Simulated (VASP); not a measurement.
# La4O (I4/mmm) in VASP: single point with PBE

Aim: the single point of La4O with PBE.

All numbers are computed with VASP 6.6.1; they aren't measurements. Logs are shortened: lines on timing, memory, paths and dates and some standing lists are left out, and cuts for length are marked.

**1. The cell of the first run**

The structure is tetragonal, space group I4/mmm (No. 139). The conventional cell has a = 9.414 Å, b = 9.414 Å, c = 3.816 Å, α = 90.00°, β = 90.00°, γ = 90.00°. La (site symmetry m2m) has 1 O at 2.41 Å within 3.2 Å. O (site symmetry 4/mmm) has 4 La at 2.41 Å within 3.2 Å.

**2. Single point, PBE**

INCAR

```
SYSTEM = La4O
PREC     = Accurate       ! precision mode
ENCUT    = 520            ! plane-wave cutoff, eV
EDIFF    = 1E-6           ! SCF threshold, eV
ISMEAR   = 0              ! smearing method
SIGMA    = 0.1            ! smearing width, eV
LREAL    = .False.        ! projectors in reciprocal space
LASPH    = .True.         ! aspherical terms in the spheres
NELM     = 80             ! most SCF steps
ALGO     = Normal         ! electronic algorithm
ISIF     = 2              ! what is computed and relaxed
LWAVE    = .False.        ! write WAVECAR
LCHARG   = .True.         ! write CHGCAR
GGA      = PE             ! functional
LELF     = .True.         ! ELF
LVHAR    = .True.       
NBANDS   = 33             ! bands
```

KPOINTS

```
regular mesh
0
Gamma
  10 10 10
  0 0 0
```

POSCAR

```
La4O
1.0
   -4.7071958830      4.7071958830      1.9081794276
    4.7071958830     -4.7071958830      1.9081794276
    4.7071958830      4.7071958830     -1.9081794276
La O
4 1
Direct
    0.5000000000      0.7561345108      0.2561345108
    0.5000000000      0.2438654892      0.7438654892
    0.7561345108      0.5000000000      0.2561345108
    0.2438654892      0.5000000000      0.7438654892
    0.5000000000      0.5000000000      0.0000000000
```

Potentials or basis: VASP PAW PBE potentials, release 64 (La, O).

The run is started by

```console
$ cat potpaw_PBE.64/La/POTCAR potpaw_PBE.64/O/POTCAR > POTCAR
$ mpirun -np 1 vasp_std > vasp.out
```

OUTCAR:

```text
SYSTEM = La4O
   PREC = Accurate
   ENCUT = 520
   EDIFF = 1E-6
   ISMEAR = 0
   LREAL = .False.
   LASPH = .True.
   NELM = 80
   ISIF = 2
   GGA = PE

 ion  position               nearest neighbor table
   1  0.500  0.756  0.256-   5 2.41   3 3.41   4 3.41
   2  0.500  0.244  0.744-   5 2.41   4 3.41   3 3.41
   3  0.756  0.500  0.256-   5 2.41   1 3.41   2 3.41
   4  0.244  0.500  0.744-   5 2.41   2 3.41   1 3.41
   5  0.500  0.500  0.000-   1 2.41   2 2.41   3 2.41   4 2.41

  LATTYP: Found a body centered tetragonal cell.
 ALAT       =     9.4143917660
 C/A-ratio  =     0.4053749780

  Lattice vectors:

 A1 = (  -4.7071958830,   4.7071958830,   1.9081794276)
 A2 = (   4.7071958830,  -4.7071958830,   1.9081794276)
 A3 = (   4.7071958830,   4.7071958830,  -1.9081794276)

Analysis of symmetry for initial positions (statically):
=====================================================================
 Subroutine PRICEL returns:
 Original cell was already a primitive cell.

 Routine SETGRP: Setting up the symmetry group for a
 body centered tetragonal supercell.

 Subroutine GETGRP returns: Found 16 space group operations
 (whereof 16 operations were pure point group operations)
 out of a pool of 16 trial point group operations.

The static configuration has the point symmetry D_4h.

Analysis of symmetry for dynamics (positions and initial velocities):
=====================================================================
 Subroutine PRICEL returns:
 Original cell was already a primitive cell.

 Routine SETGRP: Setting up the symmetry group for a
 body centered tetragonal supercell.

 Subroutine GETGRP returns: Found 16 space group operations
 (whereof 16 operations were pure point group operations)
 out of a pool of 16 trial point group operations.

The dynamic configuration has the point symmetry D_4h.

 Subroutine INISYM returns: Found 16 space group operations
 (whereof 16 operations are pure point group operations),
 and found     1 'primitive' translations

----------------------------------------------------------------------------------------

                                     Primitive cell

  volume of cell :     169.1234

  direct lattice vectors                    reciprocal lattice vectors
    -4.707195883  4.707195883  1.908179428     0.000000000  0.106220351  0.262029866
     4.707195883 -4.707195883  1.908179428     0.106220351  0.000000000  0.262029866
     4.707195883  4.707195883 -1.908179428     0.106220351  0.106220351  0.000000000

  length of vectors
     6.925065696  6.925065696  6.925065696     0.282740895  0.282740895  0.150218261

  position of ions in fractional coordinates (direct lattice)
     0.500000000  0.756134511  0.256134511
     0.500000000  0.243865489  0.743865489
     0.756134511  0.500000000  0.256134511
     0.243865489  0.500000000  0.743865489
     0.500000000  0.500000000  0.000000000

  ion indices of the primitive-cell ions
   primitive index   ion index
                 1           1
                 2           2
                 3           3
                 4           4
                 5           5

----------------------------------------------------------------------------------------

 KPOINTS: regular mesh

Automatic generation of k-mesh.
 Grid dimensions read from file:
 generate k-points for:   10   10   10

 Generating k-lattice:

  Cartesian coordinates                     Fractional coordinates (reciprocal lattice)
     0.000000000  0.010622035  0.026202987     0.100000000  0.000000000 -0.000000000
     0.010622035  0.000000000  0.026202987     0.000000000  0.100000000 -0.000000000
     0.010622035  0.010622035  0.000000000     0.000000000  0.000000000  0.100000000

  Length of vectors
     0.028274090  0.028274090  0.015021826

  Shift w.r.t. Gamma in fractional coordinates (k-lattice)
     0.000000000  0.000000000  0.000000000

 Subroutine IBZKPT returns following result:
 ===========================================

 Found    102 irreducible k-points:

 Following reciprocal coordinates:
            Coordinates               Weight
  0.000000  0.000000  0.000000      1.000000
  0.100000 -0.000000  0.000000      8.000000
  0.200000 -0.000000  0.000000      8.000000
  0.300000  0.000000  0.000000      8.000000
  0.400000 -0.000000  0.000000      8.000000
  0.500000 -0.000000  0.000000      4.000000
[... 16 lines left out ...]
  0.300000  0.300000  0.000000      8.000000
  0.400000  0.300000  0.000000     16.000000
 [... further k-points ...]
   k-points           NKPTS =    102   k-points in BZ     NKDIM =    102   number of bands    NBANDS=     33
   number of dos      NEDOS =    301   number of ions     NIONS =      5
   total plane-waves  NPLWV = 157464
   dimension x,y,z NGX =    54 NGY =   54 NGZ =   54
   dimension x,y,z NGXF=   108 NGYF=  108 NGZF=  108
   ions per type =               4   1
   NGX,Y,Z   is equivalent  to a cutoff of  12.96, 12.96, 12.96 a.u.
   NGXF,Y,Z  is equivalent  to a cutoff of  25.93, 25.93, 25.93 a.u.
 SYSTEM =  La4O
   PREC   = accura    normal or accurate (medium, high low for compatibility)
   ISTART =      0    job   : 0-new  1-cont  2-samecut
   ICHARG =      2    charge: 1-file 2-atom 10-const
   ISPIN  =      1    spin polarized calculation?
   LNONCOLLINEAR =      F non collinear calculations
   LSORBIT =      F    spin-orbit coupling
   LASPH  =      T    aspherical Exc in radial PAW
   ENCUT  =  520.0 eV  38.22 Ry    6.18 a.u.  12.88 12.88 12.88*2*pi/ulx,y,z
   NELM   =     80;   NELMIN=  2; NELMDL= -5     # of ELM steps
   EDIFF  = 0.1E-05   stopping-criterion for ELM
   LREAL  =      F    real-space projection
   EDIFFG = 0.1E-04   stopping-criterion for IOM
   NSW    =      0    number of steps for IOM
   IBRION =     -1    ionic relax: 0-MD 1-quasi-New 2-CG
   NFREE  =      0    steps in history (QN), initial steepest desc. (CG)
   ISIF   =      2    stress and relaxation
   ISYM   =      2    0-nonsym 1-usesym 2-fastsym
   POTIM  = 0.5000    time-step for ionic-motion
   TEBEG  =    0.0;   TEEND  =   0.0 temperature during run
   PSTRESS=    0.0 pullay stress
   NELECT =      50.0000    total number of electrons
   NUPDOWN=      -1.0000    fix difference up-down
   EMIN   =  10.00;   EMAX   =-10.00  energy-range for DOS
   EFERMI =   0.00;   METHOD = LEGACY
   ISMEAR =     0;   SIGMA  =   0.10  broadening in eV -4-tet -1-fermi 0-gaus
   EFERMI_NEDOS =   21; number of points for ismear=-14 and -15
   IALGO  =     38    algorithm
   IMIX   =      4    mixing-type and parameters
     AMIX     =   0.40;   BMIX     =  1.00
     AMIX_MAG =   1.60;   BMIX_MAG =  1.00
  volume/ion in A,a.u.               =      33.82       228.26
  Fermi-wavevector in a.u.,A,eV,Ry     =   1.090595  2.060926 16.182741  1.189398
  Thomas-Fermi vector in A             =   2.226823
   LORBIT       =      0    0 simple, 1 ext, 2 COOP (PROOUT), +10 PAW based schemes
   GGA     = PE    functional components
   LHFCALC =     F    Hartree Fock is set to
   AEXX    =    0.0000 exact exchange contribution
   IVDW    =     0    specifies the selected vdW correction
   LEPSILON=     F    determine dielectric tensor
   LRPA    =     F    only Hartree local field effects (RPA)
 non-spin polarized calculation
 Gauss-broadening in eV      SIGMA  =   0.10
  energy-cutoff  :      520.00
  volume of cell :      169.12
 maximum number of plane-waves:      4596
 NGX is ok and might be reduce to    54
   NGX = 25   NGY = 25   NGZ = 25

 number of electron      49.9999993 magnetization

 Free energy of the ion-electron system (eV)
  ---------------------------------------------------
  ext. energy  EPLUGINS =         0.00000000
  ---------------------------------------------------
  free energy    TOTEN  =       -28.46413804 eV

  energy without entropy =      -28.42517125  energy(sigma->0) =      -28.44465464

 E-fermi :   6.8885     XC(G=0):  -9.2223

 val. band max:        6.8871045035   @ k =  -0.1000   0.2000   0.1000
 cond. band min:       6.8933426232   @ k =  -0.1000   0.5000   0.1000
 fundamental gap:      0.0062381198
 Fermi energy:         6.8884725299

 k-point     1 :       0.0000    0.0000    0.0000
  band No.  band energies     occupation
      1     -26.1631      2.00000
      2     -25.9917      2.00000
      3     -25.9917      2.00000
      4     -25.8408      2.00000
      5     -13.1577      2.00000
      6     -10.4844      2.00000
[... 25 lines left out ...]
     32       8.6051      0.00000
     33       8.6253      0.00000

 k-point     2 :       0.1000   -0.0000    0.0000
  band No.  band energies     occupation
      1     -26.1535      2.00000
      2     -25.9871      2.00000
      3     -25.9870      2.00000
      4     -25.8406      2.00000
      5     -13.1466      2.00000
      6     -10.4564      2.00000
[... 25 lines left out ...]
     32       8.4102      0.00000
     33       8.4720      0.00000

 k-point     3 :       0.2000   -0.0000    0.0000
  band No.  band energies     occupation
      1     -26.1276      2.00000
      2     -25.9751      2.00000
      3     -25.9745      2.00000
      4     -25.8408      2.00000
      5     -13.1175      2.00000
      6     -10.3804      2.00000
[... 25 lines left out ...]
     32       8.1686      0.00000
     33       8.3497      0.00000

 k-point     4 :       0.3000    0.0000    0.0000
  band No.  band energies     occupation
      1     -26.0934      2.00000
      2     -25.9604      2.00000
      3     -25.9591      2.00000
      4     -25.8429      2.00000
      5     -13.0811      2.00000
      6     -10.2873      2.00000
[... 673 lines left out ...]
     32       8.5065      0.00000
     33       8.5490      0.00000

 k-point    23 :       0.3000    0.3000    0.0000
  band No.  band energies     occupation
      1     -26.0497      2.00000
      2     -25.9616      2.00000
      3     -25.9359      2.00000
      4     -25.8587      2.00000
      5     -13.0371      2.00000
      6     -10.2739      2.00000
[... 25 lines left out ...]
     32       8.3327      0.00000
     33       8.4550      0.00000

 k-point    24 :       0.4000    0.3000    0.0000
  band No.  band energies     occupation
      1     -26.0640      2.00000
      2     -25.9902      2.00000
      3     -25.9338      2.00000
      4     -25.8696      2.00000
      5     -13.0500      2.00000
      6     -10.3161      2.00000
[... 25 lines left out ...]
     32       8.2828      0.00000
     33       8.3444      0.00000

 [... further k-points ...]

------------------------ aborting loop because EDIFF is reached ----------------------------------------

  FORCE on cell =-STRESS in cart. coord.  units (eV):
  Direction    XX          YY          ZZ          XY          YZ          ZX
  --------------------------------------------------------------------------------------
  -------------------------------------------------------------------------------------
  Total       -0.0141129     -0.0141129     -0.0373898      0.0000000     -0.0000000      0.0000000
  in kB       -0.1336973     -0.1336973     -0.3542090      0.0000000     -0.0000000      0.0000000
  external PRESSURE =      -0.2072012 kB  Pullay stress =       0.0000000 kB

 VOLUME and BASIS-vectors are now :
 -----------------------------------------------------------------------------
  energy-cutoff  :      520.00
  volume of cell :      169.12
      direct lattice vectors                 reciprocal lattice vectors
    -4.707195883  4.707195883  1.908179428     0.000000000  0.106220351  0.262029866
     4.707195883 -4.707195883  1.908179428     0.106220351  0.000000000  0.262029866
     4.707195883  4.707195883 -1.908179428     0.106220351  0.106220351  0.000000000

 POSITION                                       TOTAL-FORCE (eV/Angst)
 -----------------------------------------------------------------------------------
      2.41135     -0.00000      1.90818        -0.003493     -0.000000      0.000000
      2.29585      4.70720      0.00000         0.003493     -0.000000      0.000000
     -0.00000      2.41135      1.90818        -0.000000     -0.003493      0.000000
      4.70720      2.29585      0.00000        -0.000000      0.003493      0.000000
      0.00000      0.00000      1.90818         0.000000     -0.000000      0.000000
 -----------------------------------------------------------------------------------
    total drift:                               -0.000000     -0.000000      0.000000

  FREE ENERGIE OF THE ION-ELECTRON SYSTEM (eV)
  ---------------------------------------------------
  free  energy   TOTEN  =       -28.4641380382 eV

  energy  without entropy=      -28.4251712508  energy(sigma->0) =      -28.44465464
```

Run time: 17 min. Hardware: 1 thread of Intel Xeon Platinum 8488C (Sapphire Rapids), shared host; peak memory 0.72 GiB.

What came out:

| Item | Value |
| --- | --- |
| Free energy | -28.4641 eV |
| Pressure | 0.0 GPa |
| Largest force | 0.003 eV/Å |
| Band gap on the k mesh | zero (band 25 reaches 7.09 eV, above the bottom of band 26 at 6.51 eV) |

Forces in eV/Å, atoms in the order of the input:
```
La  -0.003  0.000  0.000
La   0.003  0.000  0.000
La   0.000 -0.003  0.000
La   0.000  0.003  0.000
O    0.000  0.000  0.000
```

Caveat: spin-orbit coupling is left out, which moves the levels of the heavy elements.
